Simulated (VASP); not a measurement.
The system is TiC.

```
CELL_PARAMETERS angstrom
0.00000 2.15930 2.15930
2.15930 0.00000 2.15930
2.15930 2.15930 0.00000
ATOMIC_POSITIONS crystal
Ti 0.00000 0.00000 0.00000
C 0.50000 0.50000 0.50000
```

| Item | Value |
| --- | --- |
| Program | VASP 6.6.1 |
| Task | relaxation of cell and atoms |
| Functional | PBEsol |
| Potentials or basis | VASP PAW PBE potentials, release 64 (Ti_sv, C) |
| Cutoff | 600 eV |
| k mesh | 13 × 13 × 13 |
| Occupations | fermi-dirac, width 0.1 eV |
| Spin | no spin polarisation |

At the start: pressure -4.4 GPa; volume 10.07 Å³/atom.

**Question.** Where does the relaxation end?

**Answer.** Over 3 steps the energy falls by 2.3 meV/atom and the volume is 9.90 Å³/atom (-1.7 %); space group Fm-3m (No. 225, to 0.1 Å) before and after.

The path:
| step | energy change (eV) | largest force (eV/Å) | pressure (GPa) | volume (Å³) |
| --- | --- | --- | --- | --- |
| 1 | 0.0000 | 0.0000 | -4.38 | 20.14 |
| 2 | 0.0042 | 0.0000 | 6.38 | 19.34 |
| 3 | -0.0047 | 0.0000 | -0.02 | 19.80 |

Final structure:
```xyz
2
Lattice="0.0000 2.1472 2.1472 2.1472 0.0000 2.1472 2.1472 2.1472 0.0000" Properties=species:S:1:pos:R:3 pbc="T T T"
Ti    0.0000    0.0000    0.0000
C     2.1472    2.1472    2.1472
```

Caveat: the PAW data sets were made with another functional, which shifts forces and pressure a little.
